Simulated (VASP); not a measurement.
Here is a VASP 6.6.1 calculation.

File INCAR:

```
SYSTEM = CaCu4Bi
  PREC = Accurate
  ENCUT = 520
  EDIFF = 1E-6
  ISMEAR = 0
  SIGMA = 0.1
  LREAL = .FALSE.
  LASPH = .TRUE.
  NELM = 80
  ALGO = Normal
  ISIF = 2
  LWAVE = .FALSE.
  LCHARG = .FALSE.
  GGA = PE
  NBANDS = 44
```

The input KPOINTS:

```
Automatic mesh
0
G
  6 6 4
  0 0 0
```

Contents of POSCAR:

```
CaCu4Bi
1.0
    5.5013586162      0.0000000000      0.0000000000
   -2.7506793081      4.7643163169      0.0000000000
    0.0000000000      0.0000000000      4.2644377675
Ca Cu Bi
1 4 1
Direct
    0.0000000000      0.0000000000      0.0000000000
    0.6666666667      0.3333333333      0.0000000000
   -0.0319304016      0.4840347992      0.5000000000
    0.5159652008      0.4840347992      0.5000000000
    0.5159652008      1.0319304016      0.5000000000
    0.3333333333      0.6666666667      0.0000000000
```

Potentials or basis: VASP PAW PBE potentials, release 64 (Ca_sv, Cu, Bi_d).

The run is started by

```console
$ cat potpaw_PBE.64/Ca_sv/POTCAR potpaw_PBE.64/Cu/POTCAR potpaw_PBE.64/Bi_d/POTCAR > POTCAR
$ mpirun -np 1 vasp_std > vasp.out
```

Problem. Estimate the band gap on the k mesh.

Solution. Zero (an odd number of electrons rules out a gap without spin polarisation).

Problem. What does it give for the pressure?

Solution. 0.2 GPa.

Problem. Estimate the largest force.

Solution. 0.004 eV/Å.

Forces in eV/Å, atoms in the order of the input:
```
Ca   0.000  0.000  0.000
Cu   0.000  0.000  0.000
Cu  -0.004 -0.002  0.000
Cu   0.004 -0.002  0.000
Cu   0.000  0.004  0.000
Bi   0.000  0.000  0.000
```

Caveat: the k points lie up to 0.37 Å⁻¹ apart, too coarse for converged energies and pressures of a metal; spin-orbit coupling is left out, which moves the levels of the heavy elements.
